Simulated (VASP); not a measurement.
Here is a VASP 6.6.1 calculation.

INCAR

```
PREC     = Accurate       # precision mode
ENCUT    = 910            # plane-wave cutoff, eV
EDIFF    = 1E-6           # SCF threshold, eV
ISMEAR   = -1             # smearing method
SIGMA    = 0.05           # smearing width, eV
LREAL    = False          # projectors in reciprocal space
LASPH    = True           # aspherical terms in the spheres
NELM     = 120            # most SCF steps
ALGO     = Normal         # electronic algorithm
ISIF     = 2              # what is computed and relaxed
LWAVE    = False          # write WAVECAR
LCHARG   = False          # write CHGCAR
NBANDS   = 16             # bands
GGA_COMPAT= False
```

KPOINTS

```
Automatic mesh
0
Gamma
  12 12 6
```

POSCAR

```
BN
1.0
    2.5018037563      0.0000000000      0.0000000000
   -1.2509018782      2.1666256083      0.0000000000
    0.0000000000      0.0000000000      4.1405684416
N B
2 2
Direct
    0.3333333333      0.6666666667      0.1252760000
    0.6666666667      0.3333333333      0.6252760000
    0.3333333333      0.6666666667      0.4997240000
    0.6666666667      0.3333333333      0.9997240000
```

Potentials or basis: VASP PAW LDA potentials, release 64 (N_h, B_h).

Command:

```console
$ cat potpaw_LDA.64/N_h/POTCAR potpaw_LDA.64/B_h/POTCAR > POTCAR
$ mpirun -np 1 vasp_std > vasp.out
```

(1) What does it give for the pressure?

(2) Predict the largest force.

Results:

(1) 11.2 GPa.

(2) 0.029 eV/Å.

Caveat: the cutoff is under 1.25 times the usual one of these potentials, so pressure, stress and relaxed cells hold a basis-set (Pulay) error.
